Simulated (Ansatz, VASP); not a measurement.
## Co in VASP and in Ansatz

INCAR

```
  PREC = Accurate
  ENCUT = 520
  EDIFF = 1E-6
  ISMEAR = 0
  SIGMA = 0.15
  LREAL = F
  LASPH = T
  NELM = 150
  ALGO = Normal
  ISIF = 2
  LWAVE = F
  LCHARG = F
  ISPIN = 2
  MAGMOM = 1.81 1.83 1.81 1.83
  LORBIT = 11
  LMAXMIX = 4
  GGA = PS
  NBANDS = 30
```

The input KPOINTS:

```
regular mesh
0
Gamma
  24 24 8
```

File POSCAR:

```
Co
1.0
    2.3784349164      0.0000000000      0.0000000000
   -1.1892174582      2.0597850589      0.0000000000
    0.0000000000      0.0000000000      8.4873522674
Co
4
Direct
    0.0000000000      0.0000000000      0.0000000000
    0.3333333333      0.6666666667      0.2500000000
    0.0000000000      0.0000000000      0.5000000000
    0.6666666667      0.3333333333      0.7500000000
```

Input for Ansatz:

```yaml
crystal:
  lattice:
    - [2.3784349164, 0.0, 0.0]
    - [-1.1892174582, 2.0597850589, 0.0]
    - [0.0, 0.0, 8.4873522674]
  atoms:
    - { symbol: Co, position: [0.0, 0.0, 0.0], spin: 1.81 }
    - { symbol: Co, position: [0.3333333333, 0.6666666667, 0.25], spin: 1.83 }
    - { symbol: Co, position: [0.0, 0.0, 0.5], spin: 1.81 }
    - { symbol: Co, position: [0.6666666667, 0.3333333333, 0.75], spin: 1.83 }
basis:
  ecutwfc: 420
kpoints:
  mp_grid: { grid: [24, 24, 8] }
hamiltonian:
  xc: pbesol
scf:
  occupations: { method: gaussian, width: 0.15 }
output:
  forces: true
  stress: true
  eigenvalues: true
  populations: true
magnetization:
  spin_polarized: true
```

Alike in both runs: task single point; functional PBEsol; k mesh 24 × 24 × 8; occupations gaussian, width 0.15 eV; collinear spin.

```csv
,VASP,Ansatz
version,VASP 6.6.1,Ansatz 0.2.0
potentials or method,"VASP PAW PBE potentials, release 64 (Co), cutoff 520 eV","scalar-relativistic, plane waves, PAW"
valence electrons in the cell,36,68
```

|  | VASP | Ansatz | Ansatz less VASP |
| --- | --- | --- | --- |
| gap on the k mesh at the Fermi level (eV) | none | none | - |
| pressure (GPa) | 1.8 | 2.9 | +1.02 |
| traceless stress, the component that is largest in VASP (GPa) | -20.95 | -21.55 | -0.601 |
| net moment per atom (μB) | 1.60 | 1.61 | +0.006 |
| size of the moment on the site where the two differ most (μB) | 1.61 | 1.67 | +0.060 |

VASP's potentials were made for PBE, not for PBEsol. Site moments also hang on the region over which each program counts them. A gap of «none» marks a metal or a gap that the smearing closes. With one functional, cell and mesh, what is left measures potentials, basis and numerics. VASP's potentials hold 36 valence electrons a cell and Ansatz's 68, so a difference there can come from the potentials and not from the codes.
